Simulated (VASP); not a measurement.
Here is a VASP 6.6.1 calculation.

INCAR

```
PREC = Accurate
ENCUT = 520
EDIFF = 1E-7
ISMEAR = -1
SIGMA = 0.08
LREAL = False
LASPH = True
NELM = 80
ALGO = Normal
ISIF = 2
LWAVE = False
LCHARG = False
GGA = PS
NBANDS = 16
```

Contents of KPOINTS:

```
Automatic mesh
0
Gamma
  12 12 12
```

Contents of POSCAR:

```
HgTe
1.0
    0.0000000000      2.9799300000      2.9215000000
    2.9799300000      0.0000000000      2.9215000000
    2.9799300000      2.9799300000      0.0000000000
Hg Te
1 1
Direct
    0.0000000000      0.0000000000      0.0000000000
    0.5000000000      0.5000000000      0.5000000000
```

Potentials or basis: VASP PAW PBE potentials, release 64 (Hg, Te).

Command:

```bash
$ cat potpaw_PBE.64/Hg/POTCAR potpaw_PBE.64/Te/POTCAR > POTCAR
$ mpirun -np 1 vasp_std > vasp.out
```

Problem. Estimate the band gap on the k mesh.

Solution. Zero (band 9 reaches 5.73 eV, above the bottom of band 10 at 2.58 eV).

Problem. What does it give for the pressure?

Solution. 3.2 GPa.

Stress tensor (GPa, compression positive):
```
2.57 0.00 0.00
0.00 2.57 0.00
0.00 0.00 4.30
```

Caveat: the cell differs from its parent crystal (equal xx and yy strain of +2 %); the PAW data sets were made with another functional, which shifts forces and pressure a little; spin-orbit coupling is left out, which moves the levels of the heavy elements.
